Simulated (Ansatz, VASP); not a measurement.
# Sn in VASP and in Ansatz

```xyz
1
Lattice="-1.7265 1.7755 2.3383 1.7265 -1.7755 2.3383 1.7265 1.7755 -2.3383" Properties=species:S:1:pos:R:3 pbc="T T T"
Sn    0.0000    0.0000    0.0000
```

Alike in both runs: functional RPBE; k mesh 11 × 11 × 11; non-collinear spin, spin-orbit coupling.

```csv
,VASP,Ansatz
version,VASP 6.6.1,Ansatz 0.2.0
potentials or method,"VASP PAW PBE potentials, release 64 (Sn_d)",Ansatz PAW
plane-wave cutoff (eV),520,420
occupations,"methfessel-paxton of order 1, width 0.05 eV","cold, width 0.05 eV"
valence electrons in the cell,14,14
task,single point,density of states
```

|  | VASP | Ansatz | Ansatz less VASP |
| --- | --- | --- | --- |
| pressure (GPa) | 0.2 | 0.3 | +0.04 |
| traceless stress, the component that is largest in VASP (GPa) | -1.25 | -1.22 | +0.026 |
| net moment per atom (μB) | 0.00 | 0.00 | 0.000 |

VASP's potentials were made for PBE, not for RPBE.
